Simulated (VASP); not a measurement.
# BiP (P1) in VASP: single point with LDA

Aim: the single point of BiP with LDA.

Everything below comes from runs of VASP 6.6.1. Logs are shortened: lines on timing, memory, paths and dates and some standing lists are left out, and cuts for length are marked.

## 1. The cell of the first run

The typed cell holds 2 atoms: a = 3.843 Å, b = 3.843 Å, c = 4.452 Å, α = 90.00°, β = 90.00°, γ = 120.00°.

## 2. Single point, LDA

The input, INCAR:

```
  ALGO = Normal
  EDIFF = 1E-6
  ENCUT = 520
  GGA = CA
  ISIF = 2
  ISMEAR = 1
  LASPH = True
  LCHARG = True
  LELF = True
  LREAL = False
  LVHAR = True
  LWAVE = False
  NBANDS = 17
  NELM = 80
  PREC = Accurate
  SIGMA = 0.05
```

The input, KPOINTS:

```
k-points
0
Gamma
  13 13 10
```

The input, POSCAR:

```
BiP
1.0
    3.8430037400      0.0000000000      0.0000000000
   -1.9215018700      3.3281388600      0.0000000000
    0.0000000000      0.0000000000      4.4518618300
Bi P
1 1
Direct
    0.0067470000      0.0137200000      0.5030140000
    0.0043270000      0.0174930000      0.0038210000
```

Potentials or basis: VASP PAW LDA potentials, release 64 (Bi_d, P).

Run with:

```console
cat potpaw_LDA.64/Bi_d/POTCAR potpaw_LDA.64/P/POTCAR > POTCAR
mpirun -np 1 vasp_std > vasp.out
```

OUTCAR:

```text
EDIFF = 1E-6
   ENCUT = 520
   GGA = CA
   ISIF = 2
   ISMEAR = 1
   LASPH = True
   LREAL = False
   NELM = 80
   PREC = Accurate

 ion  position               nearest neighbor table
   1  0.007  0.014  0.503-   2 2.22   2 2.23
   2  0.004  0.017  0.004-   1 2.22   1 2.23

  LATTYP: Found a hexagonal cell.
 ALAT       =     3.8430037400
 C/A-ratio  =     1.1584328643

  Lattice vectors:

 A1 = (   3.8430037400,   0.0000000000,   0.0000000000)
 A2 = (  -1.9215018700,   3.3281388600,   0.0000000000)
 A3 = (   0.0000000000,   0.0000000000,   4.4518618300)

Analysis of symmetry for initial positions (statically):
=====================================================================
 Subroutine PRICEL returns:
 Original cell was already a primitive cell.

 Routine SETGRP: Setting up the symmetry group for a
 hexagonal supercell.

 Subroutine GETGRP returns: Found  1 space group operations
 (whereof  1 operations were pure point group operations)
 out of a pool of 24 trial point group operations.

The static configuration has the point symmetry C_1 .

Analysis of symmetry for dynamics (positions and initial velocities):
=====================================================================
 Subroutine PRICEL returns:
 Original cell was already a primitive cell.

 Routine SETGRP: Setting up the symmetry group for a
 hexagonal supercell.

 Subroutine GETGRP returns: Found  1 space group operations
 (whereof  1 operations were pure point group operations)
 out of a pool of 24 trial point group operations.

The dynamic configuration has the point symmetry C_1 .

 Subroutine INISYM returns: Found  1 space group operations
 (whereof  1 operations are pure point group operations),
 and found     1 'primitive' translations

----------------------------------------------------------------------------------------

                                     Primitive cell

  volume of cell :      56.9395

  direct lattice vectors                    reciprocal lattice vectors
     3.843003740  0.000000000  0.000000000     0.260213122  0.150234116  0.000000000
    -1.921501870  3.328138860  0.000000000     0.000000000  0.300468232  0.000000000
     0.000000000  0.000000000  4.451861830     0.000000000  0.000000000  0.224625120

  length of vectors
     3.843003740  3.843003735  4.451861830     0.300468232  0.300468232  0.224625120

  position of ions in fractional coordinates (direct lattice)
     0.006747000  0.013720000  0.503014000
     0.004327000  0.017493000  0.003821000

  ion indices of the primitive-cell ions
   primitive index   ion index
                 1           1
                 2           2

----------------------------------------------------------------------------------------

 KPOINTS: k-points

Automatic generation of k-mesh.
 Grid dimensions read from file:
 generate k-points for:   13   13   10

 Generating k-lattice:

  Cartesian coordinates                     Fractional coordinates (reciprocal lattice)
     0.020016394  0.011556470  0.000000000     0.076923077  0.000000000  0.000000000
     0.000000000  0.023112941  0.000000000     0.000000000  0.076923077  0.000000000
     0.000000000  0.000000000  0.022462512     0.000000000  0.000000000  0.100000000

  Length of vectors
     0.023112941  0.023112941  0.022462512

  Shift w.r.t. Gamma in fractional coordinates (k-lattice)
     0.000000000  0.000000000  0.000000000

 Subroutine IBZKPT returns following result:
 ===========================================

 Found    846 irreducible k-points:

 Following reciprocal coordinates:
            Coordinates               Weight
  0.000000  0.000000  0.000000      1.000000
  0.076923 -0.000000  0.000000      2.000000
  0.000000  0.076923  0.000000      2.000000
 -0.076923  0.076923  0.000000      2.000000
  0.153846 -0.000000  0.000000      2.000000
  0.000000  0.153846  0.000000      2.000000
[... 16 lines left out ...]
  0.153846  0.076923  0.000000      2.000000
 -0.076923  0.230769  0.000000      2.000000
 [... further k-points ...]
   k-points           NKPTS =    846   k-points in BZ     NKDIM =    846   number of bands    NBANDS=     17
   number of dos      NEDOS =    301   number of ions     NIONS =      2
   total plane-waves  NPLWV =  32400
   dimension x,y,z NGX =    30 NGY =   30 NGZ =   36
   dimension x,y,z NGXF=    60 NGYF=   60 NGZF=   72
   ions per type =               1   1
   NGX,Y,Z   is equivalent  to a cutoff of  12.98, 12.98, 13.44 a.u.
   NGXF,Y,Z  is equivalent  to a cutoff of  25.96, 25.96, 26.89 a.u.
 SYSTEM =  unknown system
   PREC   = accura    normal or accurate (medium, high low for compatibility)
   ISTART =      0    job   : 0-new  1-cont  2-samecut
   ICHARG =      2    charge: 1-file 2-atom 10-const
   ISPIN  =      1    spin polarized calculation?
   LNONCOLLINEAR =      F non collinear calculations
   LSORBIT =      F    spin-orbit coupling
   LASPH  =      T    aspherical Exc in radial PAW
   ENCUT  =  520.0 eV  38.22 Ry    6.18 a.u.   7.15  7.15  8.28*2*pi/ulx,y,z
   NELM   =     80;   NELMIN=  2; NELMDL= -5     # of ELM steps
   EDIFF  = 0.1E-05   stopping-criterion for ELM
   LREAL  =      F    real-space projection
   EDIFFG = 0.1E-04   stopping-criterion for IOM
   NSW    =      0    number of steps for IOM
   IBRION =     -1    ionic relax: 0-MD 1-quasi-New 2-CG
   NFREE  =      0    steps in history (QN), initial steepest desc. (CG)
   ISIF   =      2    stress and relaxation
   ISYM   =      2    0-nonsym 1-usesym 2-fastsym
   POTIM  = 0.5000    time-step for ionic-motion
   TEBEG  =    0.0;   TEEND  =   0.0 temperature during run
   PSTRESS=    0.0 pullay stress
   NELECT =      20.0000    total number of electrons
   NUPDOWN=      -1.0000    fix difference up-down
   EMIN   =  10.00;   EMAX   =-10.00  energy-range for DOS
   EFERMI =   0.00;   METHOD = LEGACY
   ISMEAR =     1;   SIGMA  =   0.05  broadening in eV -4-tet -1-fermi 0-gaus
   EFERMI_NEDOS =   21; number of points for ismear=-14 and -15
   IALGO  =     38    algorithm
   IMIX   =      4    mixing-type and parameters
     AMIX     =   0.40;   BMIX     =  1.00
     AMIX_MAG =   1.60;   BMIX_MAG =  1.00
  volume/ion in A,a.u.               =      28.47       192.12
  Fermi-wavevector in a.u.,A,eV,Ry     =   1.155084  2.182792 18.153148  1.334219
  Thomas-Fermi vector in A             =   2.291715
   LORBIT       =      0    0 simple, 1 ext, 2 COOP (PROOUT), +10 PAW based schemes
   GGA     = CA    functional components
   LHFCALC =     F    Hartree Fock is set to
   AEXX    =    0.0000 exact exchange contribution
   IVDW    =     0    specifies the selected vdW correction
   LEPSILON=     F    determine dielectric tensor
   LRPA    =     F    only Hartree local field effects (RPA)
 non-spin polarized calculation
 Methfessel and Paxton  Order N= 1 SIGMA  =   0.05
  energy-cutoff  :      520.00
  volume of cell :       56.94
 maximum number of plane-waves:      1562
 NGX is ok and might be reduce to    30
   NGX = 15   NGY = 15   NGZ = 17

 number of electron      20.0000001 magnetization

 Free energy of the ion-electron system (eV)
  ---------------------------------------------------
  ext. energy  EPLUGINS =         0.00000000
  ---------------------------------------------------
  free energy    TOTEN  =        -7.13103323 eV

  energy without entropy =       -7.13068028  energy(sigma->0) =       -7.13091558

 E-fermi :   5.2827     XC(G=0):  -9.5905

 val. band max:        5.2736538925   @ k =   0.3077   0.3846   0.3000
 cond. band min:       5.2969056041   @ k =   0.3077  -0.0000   0.5000
 fundamental gap:      0.0232517116
 Fermi energy:         5.2827381550

 k-point     1 :       0.0000    0.0000    0.0000
  band No.  band energies     occupation
      1     -18.4174      2.00000
      2     -17.8550      2.00000
      3     -17.8549      2.00000
      4     -17.7667      2.00000
      5     -17.7666      2.00000
      6      -8.8726      2.00000
[... 9 lines left out ...]
     16      13.2695      0.00000
     17      14.3528      0.00000

 k-point     2 :       0.0769   -0.0000    0.0000
  band No.  band energies     occupation
      1     -18.4163      2.00000
      2     -17.8562      2.00000
      3     -17.8553      2.00000
      4     -17.7668      2.00000
      5     -17.7636      2.00000
      6      -8.8304      2.00000
[... 9 lines left out ...]
     16      12.9778      0.00000
     17      15.2099      0.00000

 k-point     3 :       0.0000    0.0769    0.0000
  band No.  band energies     occupation
      1     -18.4163      2.00000
      2     -17.8562      2.00000
      3     -17.8553      2.00000
      4     -17.7668      2.00000
      5     -17.7636      2.00000
      6      -8.8304      2.00000
[... 9 lines left out ...]
     16      12.9778      0.00000
     17      15.1093      0.00000

 k-point     4 :      -0.0769    0.0769    0.0000
  band No.  band energies     occupation
      1     -18.4163      2.00000
      2     -17.8563      2.00000
      3     -17.8552      2.00000
      4     -17.7668      2.00000
      5     -17.7636      2.00000
      6      -8.8304      2.00000
[... 9 lines left out ...]
     16      12.9775      0.00000
     17      15.2085      0.00000
[... 343 lines left out ...]
      1     -18.4141      2.00000
      2     -17.8586      2.00000
      3     -17.8559      2.00000
      4     -17.7669      2.00000
      5     -17.7581      2.00000
      6      -8.7487      2.00000
[... 9 lines left out ...]
     16      13.4623      0.00000
     17      14.9682      0.00000

 k-point    23 :       0.1538    0.0769    0.0000
  band No.  band energies     occupation
      1     -18.4103      2.00000
      2     -17.8628      2.00000
      3     -17.8572      2.00000
      4     -17.7670      2.00000
      5     -17.7484      2.00000
      6      -8.5968      2.00000
[... 9 lines left out ...]
     16      14.3668      0.00000
     17      14.5584      0.00000

 k-point    24 :      -0.0769    0.2308    0.0000
  band No.  band energies     occupation
      1     -18.4103      2.00000
      2     -17.8628      2.00000
      3     -17.8572      2.00000
      4     -17.7670      2.00000
      5     -17.7484      2.00000
      6      -8.5968      2.00000
[... 9 lines left out ...]
     16      14.3667      0.00000
     17      14.5597      0.00000

 [... further k-points ...]

------------------------ aborting loop because EDIFF is reached ----------------------------------------

  FORCE on cell =-STRESS in cart. coord.  units (eV):
  Direction    XX          YY          ZZ          XY          YZ          ZX
  --------------------------------------------------------------------------------------
  -------------------------------------------------------------------------------------
  Total       -0.4180726     -0.4181033     18.8064794     -0.0009643     -0.0015126      0.0020081
  in kB      -11.7638194    -11.7646837    529.1809020     -0.0271334     -0.0425627      0.0565057
  external PRESSURE =     168.5507996 kB  Pullay stress =       0.0000000 kB

 VOLUME and BASIS-vectors are now :
 -----------------------------------------------------------------------------
  energy-cutoff  :      520.00
  volume of cell :       56.94
      direct lattice vectors                 reciprocal lattice vectors
     3.843003740  0.000000000  0.000000000     0.260213122  0.150234116  0.000000000
    -1.921501870  3.328138860  0.000000000     0.000000000  0.300468232  0.000000000
     0.000000000  0.000000000  4.451861830     0.000000000  0.000000000  0.224625120

 POSITION                                       TOTAL-FORCE (eV/Angst)
 -----------------------------------------------------------------------------------
     -0.00043      0.04566      2.23935         0.072548     -0.055063      0.127079
     -0.01698      0.05822      0.01701        -0.072548      0.055063     -0.127079
 -----------------------------------------------------------------------------------
    total drift:                                0.000071      0.000028      0.000382

  FREE ENERGIE OF THE ION-ELECTRON SYSTEM (eV)
  ---------------------------------------------------
  free  energy   TOTEN  =        -7.1310332261 eV

  energy  without entropy=       -7.1306802796  energy(sigma->0) =       -7.13091558
```

Run time: 5.9 min. Hardware: 1 thread of AMD EPYC 9R45 (Zen 5), shared host; peak memory 0.76 GiB.

Results:

```
Free energy            : -7.1310 eV
Pressure               : 16.9 GPa
Largest force          : 0.156 eV/Å
Band gap on the k mesh : zero (bands 10 and 11 overlap by 3.46 eV)
```

Forces on the atoms (eV/Å):
```
Bi   0.073 -0.055  0.127
P   -0.073  0.055 -0.127
```

Levels at points of the mesh, in eV from the Fermi level:
| k point | band 6 | band 7 | band 8 | band 9 | band 10 | band 11 | band 12 | band 13 | band 14 | band 15 |
| --- | --- | --- | --- | --- | --- | --- | --- | --- | --- | --- |
| (0.00, 0.00, 0.00) | -14.16 | -6.27 | -5.65 | -1.14 | -1.14 | 3.63 | 5.44 | 5.44 | 7.47 | 7.47 |
| (0.00, 0.00, 0.50) | -12.82 | -11.63 | 0.52 | 0.53 | 1.81 | 1.81 | 3.06 | 4.14 | 4.93 | 7.17 |

Caveat: the stress differs along the axes, from -1 to 53 GPa; spin-orbit coupling is left out, which moves the levels of the heavy elements.

The gap in the log of VASP goes by the Fermi energy; the results here count the filled bands.